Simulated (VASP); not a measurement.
# H6C2O in VASP: further runs

The runs below take H6C2O through single point, with r2SCAN+D3(BJ).

All numbers are computed with VASP 6.6.1; they aren't measurements. Logs are shortened: lines on timing, memory, paths and dates and some standing lists are left out, and cuts for length are marked.

## 1. The cell of the first run

The cell holds a disordered packing, 36 atoms: a = 6.771 Å, b = 6.771 Å, c = 6.771 Å, α = 90.00°, β = 90.00°, γ = 90.00°.

## 2. Single point, r2SCAN+D3(BJ)

The input, POSCAR:

```
H6C2O
1.0
    6.7708090000      0.0000000000      0.0000000000
    0.0000000000      6.7708090000      0.0000000000
    0.0000000000      0.0000000000      6.7708090000
C O H
8 4 24
Direct
    0.6293766648      0.0090441384      0.7595150525
    0.6939290283      0.1204898881      0.5775798471
    0.1239981611      0.3670206055      0.7312378535
    0.1494559533      0.4564097811      0.5285594401
    0.6768304950      0.4353722359      0.0836242583
    0.5757239816      0.6277474724      0.1320021341
    0.1913656085      1.0168599887      0.1639836995
    0.0353505449      0.8773584691      0.0882672067
    0.5716337445      0.0717694352      0.4133309224
    0.3339003705      0.3952040260      0.4471523245
    0.6004523455      0.6730709082      0.3369802050
    0.0656226308      0.8492974171     -0.1182485056
    0.4613586020      0.1650935163      0.4162474841
    0.6876664165      0.2805279643      0.6018549757
    0.8460814292      0.0832701090      0.5381899648
    0.7252023732      0.0424402177      0.8837779309
    0.4779951774      0.0468798481      0.7997556421
    0.6344265201     -0.1497690277      0.7306641652
    0.4200383210      0.5104244650      0.4256682367
    0.0312909569      0.4078406082      0.4287299100
    0.1433268063      0.6181045001      0.5360825632
   -0.0226065589      0.3964904764      0.7909567129
    0.1431647747      0.2073260253      0.7249210834
    0.2335398863      0.4281457629      0.8327560214
    0.5745010439      0.8144713630      0.3573561375
    0.6372282498      0.7477412149      0.0436444242
    0.4176627265      0.6173548532      0.0963063362
    0.6560447133      0.4017468058     -0.0730637666
    0.8351876121      0.4435901316      0.1143277637
    0.6155227912      0.3127607312      0.1685737271
   -0.0378006543      0.7653743204     -0.1672199867
    0.0435425880      0.7350470743      0.1658425724
   -0.1112055771      0.9396288111      0.1177022410
    0.1821895441      1.0270167844      0.3243184195
    0.3386995659      0.9650848298      0.1250888932
    0.1726334631      1.1648021486      0.1031860100
```

The input, INCAR.step1:

```
SYSTEM = H6C2O
  PREC = Accurate
  ENCUT = 520
  ISMEAR = -1
  SIGMA = 0.05
  LREAL = Auto
  LASPH = .True.
  NELM = 60
  NBANDS = 64
  GGA = PE
  ALGO = Normal
  EDIFF = 1E-4
  LWAVE = .True.
  LCHARG = .False.
```

The input, INCAR.step2:

```
SYSTEM = H6C2O
  PREC = Accurate
  ENCUT = 520
  EDIFF = 1E-6
  ISMEAR = -1
  SIGMA = 0.05
  LREAL = Auto
  LASPH = .True.
  NELM = 60
  ALGO = Normal
  ISIF = 2
  LWAVE = .False.
  LCHARG = .True.
  METAGGA = R2SCAN
  LMIXTAU = .True.
  IVDW = 12
  VDW_S6 = 1.0
  VDW_S8 = 0.78981345
  VDW_A1 = 0.49484001
  VDW_A2 = 5.73083694
  LELF = .True.
  LVHAR = .True.
  NBANDS = 64
  ISTART = 1
```

The input, KPOINTS:

```
Automatic mesh
0
Gamma
  1 1 1
  0 0 0
```

Potentials or basis: VASP PAW PBE potentials, release 64 (C, O, H).

The run is started by

```sh
$ cat potpaw_PBE.64/C/POTCAR potpaw_PBE.64/O/POTCAR potpaw_PBE.64/H/POTCAR > POTCAR
$ cp INCAR.step1 INCAR
$ mpirun -np 1 vasp_gam > vasp.out
$ cp INCAR.step2 INCAR
$ mpirun -np 1 vasp_gam > vasp.out
```

OUTCAR:

```text
SYSTEM = H6C2O
   PREC = Accurate
   ENCUT = 520
   EDIFF = 1E-6
   ISMEAR = -1
   LREAL = Auto
   LASPH = .True.
   NELM = 60
   ISIF = 2
   METAGGA = R2SCAN
   IVDW = 12
   ISTART = 1
 IVDW          = 12

 ion  position               nearest neighbor table
   1  0.629  0.009  0.760-  16 1.09  17 1.09  18 1.09   2 1.51
   2  0.694  0.120  0.578-  15 1.09  14 1.10   9 1.43   1 1.51
   3  0.124  0.367  0.731-  23 1.09  22 1.09  24 1.09   4 1.51
   4  0.149  0.456  0.529-  21 1.10  20 1.10  10 1.43   3 1.51
   5  0.677  0.435  0.084-  30 1.09  29 1.09  28 1.09   6 1.51
   6  0.576  0.628  0.132-  26 1.09  27 1.10  11 1.43   5 1.51
   7  0.191  0.017  0.164-  34 1.09  35 1.09  36 1.09   8 1.51
   8  0.035  0.877  0.088-  33 1.10  32 1.10  12 1.43   7 1.51
   9  0.572  0.072  0.413-  13 0.98   2 1.43
  10  0.334  0.395  0.447-  19 0.98   4 1.43
  11  0.600  0.673  0.337-  25 0.98   6 1.43
  12  0.066  0.849  0.882-  31 0.96   8 1.43
  13  0.461  0.165  0.416-   9 0.98
  14  0.688  0.281  0.602-   2 1.10
  15  0.846  0.083  0.538-   2 1.09
  16  0.725  0.042  0.884-   1 1.09
  17  0.478  0.047  0.800-   1 1.09
[... 17 lines left out ...]
  35  0.339  0.965  0.125-   7 1.09
  36  0.173  0.165  0.103-   7 1.09

  LATTYP: Found a simple cubic cell.
 ALAT       =     6.7708090000

  Lattice vectors:

 A1 = (   6.7708090000,   0.0000000000,   0.0000000000)
 A2 = (   0.0000000000,   6.7708090000,   0.0000000000)
 A3 = (   0.0000000000,   0.0000000000,   6.7708090000)

Analysis of symmetry for initial positions (statically):
=====================================================================
 Subroutine PRICEL returns:
 Original cell was already a primitive cell.

 Routine SETGRP: Setting up the symmetry group for a
 simple cubic supercell.

 Subroutine GETGRP returns: Found  1 space group operations
 (whereof  1 operations were pure point group operations)
 out of a pool of 48 trial point group operations.

The static configuration has the point symmetry C_1 .

Analysis of symmetry for dynamics (positions and initial velocities):
=====================================================================
 Subroutine PRICEL returns:
 Original cell was already a primitive cell.

 Routine SETGRP: Setting up the symmetry group for a
[... 150 lines left out ...]
   EDIFF  = 0.1E-05   stopping-criterion for ELM
   LREAL  =      T    real-space projection
   EDIFFG = 0.1E-04   stopping-criterion for IOM
   NSW    =      0    number of steps for IOM
   IBRION =     -1    ionic relax: 0-MD 1-quasi-New 2-CG
   NFREE  =      0    steps in history (QN), initial steepest desc. (CG)
   ISIF   =      2    stress and relaxation
   ISYM   =      2    0-nonsym 1-usesym 2-fastsym
   POTIM  = 0.5000    time-step for ionic-motion
   TEBEG  =    0.0;   TEEND  =   0.0 temperature during run
   PSTRESS=    0.0 pullay stress
   NELECT =      80.0000    total number of electrons
   NUPDOWN=      -1.0000    fix difference up-down
   EMIN   =  10.00;   EMAX   =-10.00  energy-range for DOS
   EFERMI =   0.00;   METHOD = LEGACY
   ISMEAR =    -1;   SIGMA  =   0.05  broadening in eV -4-tet -1-fermi 0-gaus
   EFERMI_NEDOS =   21; number of points for ismear=-14 and -15
   IALGO  =     38    algorithm
   IMIX   =      4    mixing-type and parameters
     AMIX     =   0.40;   BMIX     =  1.00
     AMIX_MAG =   1.60;   BMIX_MAG =  1.00
  volume/ion in A,a.u.               =       8.62        58.19
  Fermi-wavevector in a.u.,A,eV,Ry     =   1.041832  1.968777 14.767946  1.085413
  Thomas-Fermi vector in A             =   2.176470
   LORBIT       =      0    0 simple, 1 ext, 2 COOP (PROOUT), +10 PAW based schemes
   METAGGA = R2SCAN    functional components
   LHFCALC =     F    Hartree Fock is set to
   AEXX    =    0.0000 exact exchange contribution
   IVDW    =    12    specifies the selected vdW correction
   LEPSILON=     F    determine dielectric tensor
   LRPA    =     F    only Hartree local field effects (RPA)
 non-spin polarized calculation
  energy-cutoff  :      520.00
  volume of cell :      310.40
 maximum number of plane-waves:      4193
 NGX is ok and might be reduce to    50
   NGX = 25   NGY = 25   NGZ = 25

 number of electron      80.0000007 magnetization

 Free energy of the ion-electron system (eV)
  ---------------------------------------------------
  ext. energy  EPLUGINS =         0.00000000
  ---------------------------------------------------
  free energy    TOTEN  =      -199.81170158 eV

  energy without entropy =     -199.81170158  energy(sigma->0) =     -199.81170158

 E-fermi :  -1.4711     XC(G=0):  -7.8072

 val. band max:       -2.7363296269   @ k =   0.0000   0.0000   0.0000
 cond. band min:       3.2447566523   @ k =   0.0000   0.0000   0.0000
 fundamental gap:      5.9810862793
 Fermi energy:        -1.4710991014

 k-point     1 :       0.0000    0.0000    0.0000
  band No.  band energies     occupation
      1     -23.3410      2.00000
      2     -23.1683      2.00000
      3     -22.9194      2.00000
      4     -22.7712      2.00000
      5     -15.8969      2.00000
      6     -15.8279      2.00000
[... 44 lines left out ...]
     51       6.8147      0.00000
     52       6.9678      0.00000
 [bands above 52 left out]

------------------------ aborting loop because EDIFF is reached ----------------------------------------

 Edisp (eV)   -0.80773

 E8    (eV) :    -0.1268

  FORCE on cell =-STRESS in cart. coord.  units (eV):
  Direction    XX          YY          ZZ          XY          YZ          ZX
  --------------------------------------------------------------------------------------
  -------------------------------------------------------------------------------------
  Total       0.29738    -0.83832     2.02389     0.27827    -0.59830     0.30160
  in kB       1.53498    -4.32713    10.44660     1.43633    -3.08822     1.55676
  external pressure =        2.55 kB  Pullay stress =        0.00 kB

 VOLUME and BASIS-vectors are now :
 -----------------------------------------------------------------------------
  energy-cutoff  :      520.00
  volume of cell :      310.40
      direct lattice vectors                 reciprocal lattice vectors
     6.770809000  0.000000000  0.000000000     0.147692838  0.000000000  0.000000000
     0.000000000  6.770809000  0.000000000     0.000000000  0.147692838  0.000000000
     0.000000000  0.000000000  6.770809000     0.000000000  0.000000000  0.147692838

 POSITION                                       TOTAL-FORCE (eV/Angst)
 -----------------------------------------------------------------------------------
      4.26139      0.06124      5.14253        -0.006279      0.036761     -0.035198
      4.69846      0.81581      3.91068         0.073882     -0.028992      0.112473
      0.83957      2.48503      4.95107         0.045013      0.003874      0.025964
      1.01194      3.09026      3.57878        -0.145795     -0.036058      0.033800
      4.58269      2.94782      0.56620        -0.029226     -0.051607      0.004861
      3.89812      4.25036      0.89376         0.004842      0.017868     -0.159240
[... 28 lines left out ...]
      2.29327      6.53441      0.84695         0.041393     -0.025250     -0.007393
      1.16887      1.11584      0.69865        -0.011096      0.074636     -0.028275
 -----------------------------------------------------------------------------------
    total drift:                               -0.018376      0.008649      0.014548

  FREE ENERGIE OF THE ION-ELECTRON SYSTEM (eV)
  ---------------------------------------------------
  free  energy   TOTEN  =      -200.6194306994 eV

  energy  without entropy=     -200.6194306994  energy(sigma->0) =     -200.61943070
```

OUTCAR.step1:

```text
SYSTEM = H6C2O
   PREC = Accurate
   ENCUT = 520
   ISMEAR = -1
   LREAL = Auto
   LASPH = .True.
   NELM = 60
[... 357 lines left out ...]
      3.89812      4.25036      0.89376         0.050064     -0.055138     -0.105364
[... 28 lines left out ...]
      2.29327      6.53441      0.84695         0.184968     -0.070749     -0.051431
      1.16887      1.11584      0.69865        -0.027158      0.228053     -0.084127
 -----------------------------------------------------------------------------------
    total drift:                               -0.020211      0.015441      0.028019

  FREE ENERGIE OF THE ION-ELECTRON SYSTEM (eV)
  ---------------------------------------------------
  free  energy   TOTEN  =      -188.2208954804 eV

  energy  without entropy=     -188.2208954803  energy(sigma->0) =     -188.22089548
```

OSZICAR.step1:

```text
N       E                     dE             d eps       ncg     rms          rms(c)
DAV:   1     0.524855404895E+03    0.52486E+03   -0.42022E+04   128   0.116E+03
DAV:   2    -0.149670842010E+03   -0.67453E+03   -0.62955E+03   168   0.268E+02
DAV:   3    -0.205334735609E+03   -0.55664E+02   -0.55244E+02   168   0.820E+01
DAV:   4    -0.206366923239E+03   -0.10322E+01   -0.10308E+01   160   0.126E+01
DAV:   5    -0.206389480409E+03   -0.22557E-01   -0.22551E-01   168   0.176E+00    0.237E+01
DAV:   6    -0.190598326876E+03    0.15791E+02   -0.28425E+01   160   0.180E+01    0.114E+01
DAV:   7    -0.188519701688E+03    0.20786E+01   -0.46247E+00   160   0.770E+00    0.590E+00
DAV:   8    -0.188218901863E+03    0.30080E+00   -0.91984E-01   160   0.411E+00    0.111E+00
DAV:   9    -0.188210495949E+03    0.84059E-02   -0.10874E-01   152   0.153E+00    0.467E-01
DAV:  10    -0.188219260702E+03   -0.87648E-02   -0.26003E-02   144   0.613E-01    0.221E-01
DAV:  11    -0.188219740785E+03   -0.48008E-03   -0.25105E-03   160   0.263E-01    0.124E-01
DAV:  12    -0.188220884498E+03   -0.11437E-02   -0.22127E-03   144   0.184E-01    0.436E-02
DAV:  13    -0.188220895480E+03   -0.10982E-04   -0.19700E-04   128   0.714E-02
   1 F= -.18822090E+03 E0= -.18822090E+03  d E =-.109973E-09
```

Run time: 2.3 min. Hardware: 1 thread of AMD EPYC 7R13 (Zen 3), shared host; peak memory 0.33 GiB.

Results:

```
Free energy                : -200.6194 eV
Pressure                   : 0.3 GPa
Largest force              : 0.325 eV/Å
Band gap on the k mesh     : 5.98 eV
Dispersion energy per atom : -0.022 eV
```

Forces on the atoms (eV/Å):
```
C   -0.006  0.037 -0.035
C    0.074 -0.029  0.112
C    0.045  0.004  0.026
C   -0.146 -0.036  0.034
C   -0.029 -0.052  0.005
C    0.005  0.018 -0.159
C   -0.038 -0.012 -0.005
C    0.030  0.027  0.172
O   -0.024 -0.106 -0.170
O    0.234  0.171 -0.147
O   -0.134 -0.110  0.156
O    0.112  0.041 -0.074
H   -0.107  0.041 -0.006
H    0.005  0.065  0.004
H    0.020 -0.035 -0.030
H    0.072  0.017  0.060
H   -0.041  0.014  0.002
H    0.006 -0.051 -0.019
H    0.098 -0.108  0.032
H   -0.011 -0.003  0.005
H    0.036  0.023 -0.020
H   -0.050  0.037  0.023
H    0.007 -0.062 -0.008
H    0.020 -0.005  0.044
H   -0.017  0.119  0.091
H   -0.024  0.022 -0.021
H   -0.019  0.007 -0.015
H   -0.004  0.012 -0.024
H    0.025  0.011 -0.004
H    0.025  0.004 -0.003
H   -0.120 -0.110 -0.089
H    0.017 -0.048  0.018
H   -0.078  0.028  0.010
H   -0.015  0.022  0.073
H    0.041 -0.025 -0.007
H   -0.011  0.075 -0.028
```

Levels at points of the mesh, in eV from the valence-band top:
```csv
k point,band 37,band 38,band 39,band 40,band 41,band 42,band 43,band 44
"(0.00, 0.00, 0.00)",-0.26,-0.25,-0.07,0.00,5.98,7.28,7.81,7.88
```

Caveat: the k points lie up to 0.93 Å⁻¹ apart, too coarse for converged energies, forces and pressures; the PAW data sets were made with another functional, which shifts forces and pressure a little.

## 3. Single point, r2SCAN+D3(BJ)

The input, POSCAR:

```
H6C2O
1.0
    6.7708090000      0.0000000000      0.0000000000
    0.0000000000      6.7708090000      0.0000000000
    0.0000000000      0.0000000000      6.7708090000
C O H
8 4 24
Direct
    0.6305450353      0.0021267769      0.7595694990
    0.6936394159      0.1185087336      0.5715860542
    0.1252730656      0.3740468827      0.7300161620
    0.1574701044      0.4606244246      0.5299071352
    0.6747495019      0.4395191180      0.0857504620
    0.5731811368      0.6241056276      0.1285813852
    0.1914985344      1.0178695042      0.1600694983
    0.0359927447      0.8764831499      0.0859276934
    0.5660475727      0.0668605480      0.4135104092
    0.3359421304      0.3975595826      0.4492668454
    0.5975799938      0.6732725735      0.3329439658
    0.0677467050      0.8462208873     -0.1133099457
    0.4635930507      0.1670849082      0.4063620758
    0.6862104661      0.2835997884      0.6004600041
    0.8466344273      0.0928397183      0.5300695973
    0.7283324637      0.0392567565      0.8794370067
    0.4868251342      0.0571866671      0.8031536556
    0.6359358239     -0.1565396395      0.7488913068
    0.4224310566      0.5075464394      0.4130377921
    0.0398622971      0.4159473410      0.4326366318
    0.1519907001      0.6214914643      0.5399354789
   -0.0225822350      0.3919177162      0.7930219269
    0.1559931760      0.2155576978      0.7168714994
    0.2201509450      0.4440089803      0.8391907082
    0.5834900970      0.8164164725      0.3648751575
    0.6377967537      0.7476211484      0.0461244735
    0.4181036564      0.6226877763      0.0915695599
    0.6566718984      0.3974118898     -0.0678205514
    0.8301666758      0.4443339046      0.1148607205
    0.6017744704      0.3284541035      0.1783391025
   -0.0297896455      0.7596433454     -0.1647070535
    0.0367902861      0.7325712481      0.1639538200
   -0.1148902591      0.9388981435      0.1273998425
    0.1867723635      1.0436862124      0.3193857632
    0.3391322957      0.9609782228      0.1229395187
    0.1587107242      1.1649272635      0.0956311129
```

The input, INCAR.step1:

```
SYSTEM = H6C2O
PREC = Accurate
ENCUT = 520
ISMEAR = -1
SIGMA = 0.05
LREAL = Auto
LASPH = .TRUE.
NELM = 100
NBANDS = 64
GGA = PE
ALGO = Normal
EDIFF = 1E-4
LWAVE = .TRUE.
LCHARG = .FALSE.
```

The input, INCAR.step2:

```
SYSTEM = H6C2O
PREC = Accurate
ENCUT = 520
EDIFF = 1E-6
ISMEAR = -1
SIGMA = 0.05
LREAL = Auto
LASPH = .TRUE.
NELM = 100
ALGO = Normal
ISIF = 2
LWAVE = .FALSE.
LCHARG = .TRUE.
METAGGA = R2SCAN
LMIXTAU = .TRUE.
IVDW = 12
VDW_S6 = 1.0
VDW_S8 = 0.78981345
VDW_A1 = 0.49484001
VDW_A2 = 5.73083694
LELF = .TRUE.
LVHAR = .TRUE.
NBANDS = 64
ISTART = 1
```

The input, KPOINTS:

```
Automatic mesh
0
G
  1 1 1
  0 0 0
```

Potentials or basis: VASP PAW PBE potentials, release 64 (C, O, H).

The run is started by

```sh
$ cat potpaw_PBE.64/C/POTCAR potpaw_PBE.64/O/POTCAR potpaw_PBE.64/H/POTCAR > POTCAR
$ cp INCAR.step1 INCAR
$ mpirun -np 1 vasp_gam > vasp.out
$ cp INCAR.step2 INCAR
$ mpirun -np 1 vasp_gam > vasp.out
```

Wall time 2.3 min (1 thread of AMD EPYC 7R13 (Zen 3), shared host); peak memory 0.33 GiB.

It converged, with:

```
Free energy                : -200.0513 eV
Pressure                   : 1.2 GPa
Largest force              : 2.808 eV/Å
Band gap on the k mesh     : 5.98 eV
Dispersion energy per atom : -0.022 eV
```

Forces in eV/Å, atoms in the order of the input:
```
C    0.690  1.594 -0.531
C   -0.397  0.369  1.277
C    0.070 -0.598  0.615
C   -0.829  0.912  0.259
C   -0.664 -1.433  0.052
C    0.550  2.754  0.010
C   -0.113  0.408 -0.022
C   -1.201  0.003  2.233
O    0.446 -0.152 -0.324
O    0.999 -0.583 -0.366
O   -0.112 -0.184  0.903
O    0.518  0.469 -1.128
H   -0.346  0.146  0.135
H   -0.185 -1.047 -0.124
H    0.162 -0.383 -0.158
H    0.406  0.222  0.350
H   -0.433 -0.341  0.014
H   -0.249 -0.426 -0.585
H    0.183  0.349  0.235
H   -0.616 -0.172 -0.492
H    0.101  0.272 -0.158
H   -0.132 -0.016 -0.496
H   -0.013  0.086  0.423
H    0.473 -0.175  0.044
H   -0.262 -0.427 -0.607
H   -0.129 -0.109 -0.179
H   -0.612 -0.274 -0.172
H   -0.224 -0.093 -0.294
H    0.678  0.069  0.379
H    0.522 -0.381 -0.269
H   -0.552 -0.486 -0.305
H    0.301  0.172  0.098
H    0.812 -0.196 -0.660
H   -0.195 -0.378 -0.003
H   -0.233  0.472 -0.077
H    0.584 -0.442 -0.076
```

Stress tensor (GPa, compression positive):
```
 1.56  0.08  1.25
 0.08 -0.29 -0.39
 1.25 -0.39  2.35
```

Levels at points of the mesh, in eV from the valence-band top:
| k point | band 36 | band 37 | band 38 | band 39 | band 40 | band 41 | band 42 | band 43 | band 44 | band 45 |
| --- | --- | --- | --- | --- | --- | --- | --- | --- | --- | --- |
| (0.00, 0.00, 0.00) | -1.06 | -0.28 | -0.21 | -0.04 | 0.00 | 5.98 | 7.25 | 7.75 | 7.84 | 8.11 |

Caveat: the k points lie up to 0.93 Å⁻¹ apart, too coarse for converged energies, forces and pressures; the PAW data sets were made with another functional, which shifts forces and pressure a little.

(Continued in part 2 of 2.)
